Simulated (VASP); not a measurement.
# Al (Fm-3m) in VASP: settings compared

Al is run at these levels: LDA, PBE; tasks: single point.

All numbers are computed with VASP 6.6.1; they aren't measurements. Logs are shortened: lines on timing, memory, paths and dates and some standing lists are left out, and cuts for length are marked.

## Step 1: The cell of the first run

Symmetry: Fm-3m, No. 225, cubic system. Conventional cell: a = 4.039 Å, b = 4.039 Å, c = 4.039 Å, α = 90.00°, β = 90.00°, γ = 90.00°. Al (site symmetry m-3m) has 12 Al at 2.86 Å within 3.8 Å.

## Step 2: Single point, LDA

Contents of INCAR:

```
ALGO = Normal
EDIFF = 1E-6
ENCUT = 500
GGA = CA
GGA_COMPAT = False
ISIF = 2
ISMEAR = -1
LASPH = True
LCHARG = False
LREAL = False
LWAVE = False
NBANDS = 8
NELM = 120
PREC = Accurate
SIGMA = 0.1
```

Contents of KPOINTS:

```
k-points
0
Gamma
  9 9 9
```

Contents of POSCAR:

```
Al
1.0
    0.0000000000      2.0194650000      2.0194650000
    2.0194650000      0.0000000000      2.0194650000
    2.0194650000      2.0194650000      0.0000000000
Al
1
Direct
    0.0000000000      0.0000000000      0.0000000000
```

Potentials or basis: VASP PAW LDA potentials, release 64 (Al).

The run is started by

```
$ cat potpaw_LDA.64/Al/POTCAR > POTCAR
$ mpirun -np 1 vasp_std > vasp.out
```

OUTCAR:

```text
EDIFF = 1E-6
   ENCUT = 500
   GGA = CA
   ISIF = 2
   ISMEAR = -1
   LASPH = True
   LREAL = False
   NELM = 120
   PREC = Accurate

 ion  position               nearest neighbor table
   1  0.000  0.000  0.000-

  LATTYP: Found a face centered cubic cell.
 ALAT       =     4.0389300000

  Lattice vectors:

 A1 = (   0.0000000000,   2.0194650000,   2.0194650000)
 A2 = (   2.0194650000,   0.0000000000,   2.0194650000)
 A3 = (   2.0194650000,   2.0194650000,   0.0000000000)

Analysis of symmetry for initial positions (statically):
=====================================================================
 Subroutine PRICEL returns:
 Original cell was already a primitive cell.

 Routine SETGRP: Setting up the symmetry group for a
 face centered cubic supercell.

 Subroutine GETGRP returns: Found 48 space group operations
 (whereof 48 operations were pure point group operations)
 out of a pool of 48 trial point group operations.

The static configuration has the point symmetry O_h .

Analysis of symmetry for dynamics (positions and initial velocities):
=====================================================================
 Subroutine PRICEL returns:
 Original cell was already a primitive cell.

 Routine SETGRP: Setting up the symmetry group for a
 face centered cubic supercell.

 Subroutine GETGRP returns: Found 48 space group operations
 (whereof 48 operations were pure point group operations)
 out of a pool of 48 trial point group operations.

The dynamic configuration has the point symmetry O_h .

 Subroutine INISYM returns: Found 48 space group operations
 (whereof 48 operations are pure point group operations),
 and found     1 'primitive' translations

----------------------------------------------------------------------------------------

                                     Primitive cell

  volume of cell :      16.4717

  direct lattice vectors                    reciprocal lattice vectors
     0.000000000  2.019465000  2.019465000    -0.247590327  0.247590327  0.247590327
     2.019465000  0.000000000  2.019465000     0.247590327 -0.247590327  0.247590327
     2.019465000  2.019465000  0.000000000     0.247590327  0.247590327 -0.247590327

  length of vectors
     2.855954792  2.855954792  2.855954792     0.428839026  0.428839026  0.428839026

  position of ions in fractional coordinates (direct lattice)
     0.000000000  0.000000000  0.000000000

  ion indices of the primitive-cell ions
   primitive index   ion index
                 1           1

----------------------------------------------------------------------------------------

 KPOINTS: k-points

Automatic generation of k-mesh.
 Grid dimensions read from file:
 generate k-points for:    9    9    9

 Generating k-lattice:

  Cartesian coordinates                     Fractional coordinates (reciprocal lattice)
    -0.027510036  0.027510036  0.027510036     0.111111111  0.000000000  0.000000000
     0.027510036 -0.027510036  0.027510036     0.000000000  0.111111111  0.000000000
     0.027510036  0.027510036 -0.027510036     0.000000000  0.000000000  0.111111111

  Length of vectors
     0.047648781  0.047648781  0.047648781

  Shift w.r.t. Gamma in fractional coordinates (k-lattice)
     0.000000000  0.000000000  0.000000000

 Subroutine IBZKPT returns following result:
 ===========================================

 Found     35 irreducible k-points:

 Following reciprocal coordinates:
            Coordinates               Weight
  0.000000  0.000000  0.000000      1.000000
  0.111111  0.000000  0.000000      8.000000
  0.222222  0.000000  0.000000      8.000000
  0.333333  0.000000  0.000000      8.000000
  0.444444  0.000000  0.000000      8.000000
  0.111111  0.111111  0.000000      6.000000
[... 16 lines left out ...]
 -0.333333  0.333333  0.000000     12.000000
  0.444444  0.444444  0.000000      6.000000
 [... further k-points ...]
   k-points           NKPTS =     35   k-points in BZ     NKDIM =     35   number of bands    NBANDS=      8
   number of dos      NEDOS =    301   number of ions     NIONS =      1
   total plane-waves  NPLWV =  13824
   dimension x,y,z NGX =    24 NGY =   24 NGZ =   24
   dimension x,y,z NGXF=    48 NGYF=   48 NGZF=   48
   ions per type =               1
   NGX,Y,Z   is equivalent  to a cutoff of  13.97, 13.97, 13.97 a.u.
   NGXF,Y,Z  is equivalent  to a cutoff of  27.94, 27.94, 27.94 a.u.
 SYSTEM =  unknown system
   PREC   = accura    normal or accurate (medium, high low for compatibility)
   ISTART =      0    job   : 0-new  1-cont  2-samecut
   ICHARG =      2    charge: 1-file 2-atom 10-const
   ISPIN  =      1    spin polarized calculation?
   LNONCOLLINEAR =      F non collinear calculations
   LSORBIT =      F    spin-orbit coupling
   LASPH  =      T    aspherical Exc in radial PAW
   ENCUT  =  500.0 eV  36.75 Ry    6.06 a.u.   5.21  5.21  5.21*2*pi/ulx,y,z
   NELM   =    120;   NELMIN=  2; NELMDL= -5     # of ELM steps
   EDIFF  = 0.1E-05   stopping-criterion for ELM
   LREAL  =      F    real-space projection
   EDIFFG = 0.1E-04   stopping-criterion for IOM
   NSW    =      0    number of steps for IOM
   IBRION =     -1    ionic relax: 0-MD 1-quasi-New 2-CG
   NFREE  =      0    steps in history (QN), initial steepest desc. (CG)
   ISIF   =      2    stress and relaxation
   ISYM   =      2    0-nonsym 1-usesym 2-fastsym
   POTIM  = 0.5000    time-step for ionic-motion
   TEBEG  =    0.0;   TEEND  =   0.0 temperature during run
   PSTRESS=    0.0 pullay stress
   NELECT =       3.0000    total number of electrons
   NUPDOWN=      -1.0000    fix difference up-down
   EMIN   =  10.00;   EMAX   =-10.00  energy-range for DOS
   EFERMI =   0.00;   METHOD = LEGACY
   ISMEAR =    -1;   SIGMA  =   0.10  broadening in eV -4-tet -1-fermi 0-gaus
   EFERMI_NEDOS =   21; number of points for ismear=-14 and -15
   IALGO  =     38    algorithm
   IMIX   =      4    mixing-type and parameters
     AMIX     =   0.40;   BMIX     =  1.00
     AMIX_MAG =   1.60;   BMIX_MAG =  1.00
  volume/ion in A,a.u.               =      16.47       111.16
  Fermi-wavevector in a.u.,A,eV,Ry     =   0.927974  1.753616 11.716451  0.861135
  Thomas-Fermi vector in A             =   2.054101
   LORBIT       =      0    0 simple, 1 ext, 2 COOP (PROOUT), +10 PAW based schemes
   GGA     = CA    functional components
   LHFCALC =     F    Hartree Fock is set to
   AEXX    =    0.0000 exact exchange contribution
   IVDW    =     0    specifies the selected vdW correction
   LEPSILON=     F    determine dielectric tensor
   LRPA    =     F    only Hartree local field effects (RPA)
 non-spin polarized calculation
  energy-cutoff  :      500.00
  volume of cell :       16.47
 maximum number of plane-waves:       432
 NGX is ok and might be reduce to    24
   NGX = 11   NGY = 11   NGZ = 11

 number of electron       3.0000000 magnetization

 Free energy of the ion-electron system (eV)
  ---------------------------------------------------
  ext. energy  EPLUGINS =         0.00000000
  ---------------------------------------------------
  free energy    TOTEN  =        -4.16463318 eV

  energy without entropy =       -4.14698530  energy(sigma->0) =       -4.15580924

 E-fermi :   7.7818     XC(G=0): -10.3497

 val. band max:        7.6669629934   @ k =   0.4444   0.4444   0.0000
 cond. band min:       7.8182336194   @ k =  -0.4444   0.3333   0.1111
 fundamental gap:      0.1512706260
 Fermi energy:         7.7817997621

 k-point     1 :       0.0000    0.0000    0.0000
  band No.  band energies     occupation
      1      -3.3025      2.00000
      2      20.3900      0.00000
      3      20.3900      0.00000
      4      20.3900      0.00000
      5      21.7225      0.00000
      6      21.7225      0.00000
      7      21.7225      0.00000
      8      24.4352      0.00000

 k-point     2 :       0.1111    0.0000    0.0000
  band No.  band energies     occupation
      1      -2.9676      2.00000
      2      16.6502      0.00000
      3      19.5289      0.00000
      4      19.5289      0.00000
      5      22.4870      0.00000
      6      23.0570      0.00000
      7      23.0570      0.00000
      8      25.6327      0.00000

 k-point     3 :       0.2222    0.0000    0.0000
  band No.  band energies     occupation
      1      -1.9676      2.00000
      2      12.2730      0.00000
      3      18.7492      0.00000
      4      18.7492      0.00000
      5      22.2010      0.00000
      6      22.9363      0.00000
      7      22.9363      0.00000
      8      25.9042      0.00000

 k-point     4 :       0.3333    0.0000    0.0000
  band No.  band energies     occupation
      1      -0.3168      2.00000
      2       8.3013      0.01103
      3      18.4932      0.00000
      4      18.4932      0.00000
      5      21.0744      0.00000
      6      21.0744      0.00000
      7      22.1344      0.00000
      8      25.1491      0.00000

 k-point     5 :       0.4444    0.0000    0.0000
  band No.  band energies     occupation
      1       1.9627      2.00000
      2       4.8504      2.00000
      3      18.7870      0.00000
      4      18.7870      0.00000
      5      19.6696      0.00000
      6      19.6696      0.00000
      7      22.5766      0.00000
      8      23.6009      0.00000
[... 177 lines left out ...]
 k-point    22 :      -0.4444    0.3333    0.0000
  band No.  band energies     occupation
      1       4.4712      2.00000
      2       7.3193      1.98058
      3       8.5521      0.00090
      4      14.2072      0.00000
      5      15.8458      0.00000
      6      22.4675      0.00000
      7      28.6784      0.00000
      8      30.9374      0.00000

 k-point    23 :      -0.3333    0.3333    0.0000
  band No.  band energies     occupation
      1       4.5151      2.00000
      2       6.7494      1.99993
      3       8.1736      0.03899
      4      15.0658      0.00000
      5      16.8644      0.00000
      6      26.3548      0.00000
      7      27.8685      0.00000
      8      27.9880      0.00000

 k-point    24 :       0.4444    0.4444    0.0000
  band No.  band energies     occupation
      1       3.6286      2.00000
      2       7.6670      1.51843
      3      13.2192      0.00000
      4      13.4452      0.00000
      5      13.4452      0.00000
      6      16.8829      0.00000
      7      32.5276      0.00000
      8      34.0677      0.00000

 [... further k-points ...]

------------------------ aborting loop because EDIFF is reached ----------------------------------------

  FORCE on cell =-STRESS in cart. coord.  units (eV):
  Direction    XX          YY          ZZ          XY          YZ          ZX
  --------------------------------------------------------------------------------------
  -------------------------------------------------------------------------------------
  Total       -0.2954541     -0.2954541     -0.2954541      0.0000000      0.0000000      0.0000000
  in kB      -28.7383338    -28.7383338    -28.7383338      0.0000000      0.0000000      0.0000000
  external PRESSURE =     -28.7383338 kB  Pullay stress =       0.0000000 kB

 VOLUME and BASIS-vectors are now :
 -----------------------------------------------------------------------------
  energy-cutoff  :      500.00
  volume of cell :       16.47
      direct lattice vectors                 reciprocal lattice vectors
     0.000000000  2.019465000  2.019465000    -0.247590327  0.247590327  0.247590327
     2.019465000  0.000000000  2.019465000     0.247590327 -0.247590327  0.247590327
     2.019465000  2.019465000  0.000000000     0.247590327  0.247590327 -0.247590327

 POSITION                                       TOTAL-FORCE (eV/Angst)
 -----------------------------------------------------------------------------------
      0.00000      0.00000      0.00000        -0.000000     -0.000000      0.000000
 -----------------------------------------------------------------------------------
    total drift:                               -0.000000      0.000000     -0.000000

  FREE ENERGIE OF THE ION-ELECTRON SYSTEM (eV)
  ---------------------------------------------------
  free  energy   TOTEN  =        -4.1646331804 eV

  energy  without entropy=       -4.1469852956  energy(sigma->0) =       -4.15580924
```

It took 2.4 s on 1 thread of AMD EPYC 9R45 (Zen 5), shared host; peak memory 0.09 GiB.

What came out:

```
Free energy : -4.1646 eV
Pressure    : -2.9 GPa
```

Levels at points of the mesh, in eV from the Fermi level:
| k point | band 1 | band 2 | band 3 | band 4 | band 5 | band 6 |
| --- | --- | --- | --- | --- | --- | --- |
| (0.00, 0.00, 0.00) | -11.08 | 12.61 | 12.61 | 12.61 | 13.94 | 13.94 |

(Continued in part 2 of 2.)
